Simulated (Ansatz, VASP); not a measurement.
**One calculation of CuO, two programs**

```
CELL_PARAMETERS angstrom
0.00000 2.32725 2.32725
2.32725 0.00000 2.32725
2.32725 2.32725 0.00000
ATOMIC_POSITIONS crystal
Cu 0.00000 0.00000 0.00000
O 0.25000 0.25000 0.25000
```

Alike in both runs: task single point; functional PBE; k mesh 6 × 6 × 6; occupations fermi-dirac, width 0.03 eV; no spin polarisation.

|  | VASP | Ansatz |
| --- | --- | --- |
| version | VASP 6.6.1 | Ansatz 0.2.0 |
| potentials or method | VASP PAW PBE potentials, release 64 (Cu, O), cutoff 520 eV | all-electron LAPW, scalar-relativistic |

VASP gave:

```
gap on the k mesh at the Fermi level (eV) : none
pressure (GPa)                            : -9.1
```

Q: Estimate Ansatz's values.

A: gap on the k mesh at the Fermi level (eV): none; pressure (GPa): -9.5.

A gap of «none» marks a metal or a gap that the smearing closes. Ansatz ran all-electron here, and VASP with PAW potentials.

The k mesh is coarse, so the values compare programs but aren't converged. Noted on Ansatz's run: the k mesh is thin for a metal, which can move the energy by tens of meV per atom.
